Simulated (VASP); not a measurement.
# SbPt (P6_3/mmc) in VASP: further runs, part 2 of 2

VASP 6.6.1.

**4. Single point, r2SCAN**

This run uses another cell than the first one, of 21.32 Å³/atom.

The input, POSCAR:

```
SbPt
1.0
    4.2047827880     -0.0000000029      0.0000000000
   -2.1023913915      3.6414487132      0.0000000000
    0.0000000000      0.0000000000      5.5696217200
Sb Pt
2 2
Direct
    0.3333333333      0.6666666667      0.2500000000
    0.6666666667      0.3333333333      0.7500000000
    0.0000000000      0.0000000000      0.0000000000
    0.0000000000      0.0000000000      0.5000000000
```

The input, INCAR.step1:

```
SYSTEM = SbPt
  ALGO = Normal
  EDIFF = 1E-4
  ENCUT = 520
  GGA = PE
  ISMEAR = -1
  LASPH = .True.
  LCHARG = .False.
  LREAL = .False.
  LWAVE = .True.
  NBANDS = 23
  NELM = 100
  PREC = Accurate
  SIGMA = 0.1
```

The input, INCAR.step2:

```
SYSTEM = SbPt
  ALGO = Normal
  EDIFF = 1E-7
  ENCUT = 520
  ISIF = 2
  ISMEAR = -1
  ISTART = 1
  LASPH = .True.
  LCHARG = .False.
  LMIXTAU = .True.
  LREAL = .False.
  LWAVE = .False.
  METAGGA = R2SCAN
  NBANDS = 23
  NELM = 100
  PREC = Accurate
  SIGMA = 0.1
```

The input, KPOINTS:

```
k-points
0
Gamma
  9 9 6
  0 0 0
```

Potentials or basis: VASP PAW PBE potentials, release 64 (Sb, Pt).

The run is started by

```sh
$ cat potpaw_PBE.64/Sb/POTCAR potpaw_PBE.64/Pt/POTCAR > POTCAR
$ cp INCAR.step1 INCAR
$ mpirun -np 1 vasp_std > vasp.out
$ cp INCAR.step2 INCAR
$ mpirun -np 1 vasp_std > vasp.out
```

OUTCAR:

```text
SYSTEM = SbPt
   EDIFF = 1E-7
   ENCUT = 520
   ISIF = 2
   ISMEAR = -1
   ISTART = 1
   LASPH = .True.
   LREAL = .False.
   METAGGA = R2SCAN
   NELM = 100
   PREC = Accurate

 ion  position               nearest neighbor table
   1  0.333  0.667  0.250-   3 2.80   4 2.80   3 2.80   4 2.80   3 2.80   4 2.80   2 3.69   2 3.69
                             2 3.69   2 3.69   2 3.69   2 3.69
   2  0.667  0.333  0.750-   3 2.80   4 2.80   3 2.80   4 2.80   3 2.80   4 2.80   1 3.69   1 3.69
                             1 3.69   1 3.69   1 3.69   1 3.69
   3  0.000  0.000  0.000-   4 2.78   4 2.78   1 2.80   2 2.80   1 2.80   2 2.80   2 2.80   1 2.80

   4  0.000  0.000  0.500-   3 2.78   3 2.78   1 2.80   2 2.80   1 2.80   2 2.80   2 2.80   1 2.80

[... 828 lines left out ...]
  -------------------------------------------------------------------------------------
  Total       -1.4097231     -1.4097231     -1.5195249      0.0000000      0.0000000      0.0000000
  in kB      -26.4850582    -26.4850582    -28.5479502      0.0000000      0.0000000      0.0000000
  external PRESSURE =     -27.1726889 kB  Pullay stress =       0.0000000 kB

 VOLUME and BASIS-vectors are now :
 -----------------------------------------------------------------------------
  energy-cutoff  :      520.00
  volume of cell :       85.28
      direct lattice vectors                 reciprocal lattice vectors
     4.204782788 -0.000000003  0.000000000     0.237824413  0.137307989  0.000000000
    -2.102391391  3.641448713  0.000000000     0.000000000  0.274615978  0.000000000
     0.000000000  0.000000000  5.569621720     0.000000000  0.000000000  0.179545407

 POSITION                                       TOTAL-FORCE (eV/Angst)
 -----------------------------------------------------------------------------------
      0.00000      2.42763      1.39241         0.000000      0.000000      0.000000
      2.10239      1.21382      4.17722         0.000000     -0.000000      0.000000
      0.00000      0.00000      0.00000        -0.000000      0.000000      0.000000
      0.00000      0.00000      2.78481        -0.000000      0.000000      0.000000
 -----------------------------------------------------------------------------------
    total drift:                                0.000000     -0.000000      0.000000

  FREE ENERGIE OF THE ION-ELECTRON SYSTEM (eV)
  ---------------------------------------------------
  free  energy   TOTEN  =      -156.1859689480 eV

  energy  without entropy=     -156.1285533116  energy(sigma->0) =     -156.15726113
```

OUTCAR.step1:

```text
SYSTEM = SbPt
   EDIFF = 1E-4
   ENCUT = 520
   GGA = PE
   ISMEAR = -1
   LASPH = .True.
   LREAL = .False.
   NELM = 100
[... 856 lines left out ...]
      2.10239      1.21382      4.17722         0.000000     -0.000000      0.000000
      0.00000      0.00000      0.00000        -0.000000      0.000000      0.000000
      0.00000      0.00000      2.78481        -0.000000      0.000000      0.000000
 -----------------------------------------------------------------------------------
    total drift:                                0.000000     -0.000000      0.000000

  FREE ENERGIE OF THE ION-ELECTRON SYSTEM (eV)
  ---------------------------------------------------
  free  energy   TOTEN  =       -22.1608411838 eV

  energy  without entropy=      -22.0989650334  energy(sigma->0) =      -22.12990311
```

OSZICAR.step1:

```text
N       E                     dE             d eps       ncg     rms          rms(c)
DAV:   1     0.161555510936E+03    0.16156E+03   -0.12315E+04  2208   0.113E+03
DAV:   2    -0.158818671051E+02   -0.17744E+03   -0.16515E+03  2610   0.224E+02
DAV:   3    -0.225906039312E+02   -0.67087E+01   -0.65679E+01  2664   0.461E+01
DAV:   4    -0.226610913266E+02   -0.70487E-01   -0.70455E-01  2419   0.523E+00
DAV:   5    -0.226621486555E+02   -0.10573E-02   -0.10573E-02  2750   0.672E-01    0.118E+01
DAV:   6    -0.222699078476E+02    0.39224E+00   -0.15356E+00  2481   0.942E+00    0.619E+00
DAV:   7    -0.221851544891E+02    0.84753E-01   -0.19518E-01  2306   0.338E+00    0.329E+00
DAV:   8    -0.221609070917E+02    0.24247E-01   -0.80183E-02  2439   0.204E+00    0.355E-01
DAV:   9    -0.221608173963E+02    0.89695E-04   -0.18436E-03  2530   0.259E-01    0.241E-01
DAV:  10    -0.221608411838E+02   -0.23788E-04   -0.99548E-04  2299   0.177E-01
   1 F= -.22160841E+02 E0= -.22129903E+02  d E =-.618762E-01
```

It took 1.9 min on 1 thread of Intel Xeon 6975P-C (Granite Rapids), shared host; peak memory 0.26 GiB.

What came out:

| Property | Result |
| --- | --- |
| Free energy | -156.1860 eV |
| Pressure | -2.7 GPa |
| Band gap on the k mesh | zero (bands 15 and 16 overlap by 4.12 eV) |

Stress tensor (GPa, compression positive):
```
-2.65  0.00  0.00
 0.00 -2.65  0.00
 0.00  0.00 -2.85
```

Caveat: the PAW data sets were made with another functional, which shifts forces and pressure a little; spin-orbit coupling is left out, which moves the levels of the heavy elements.
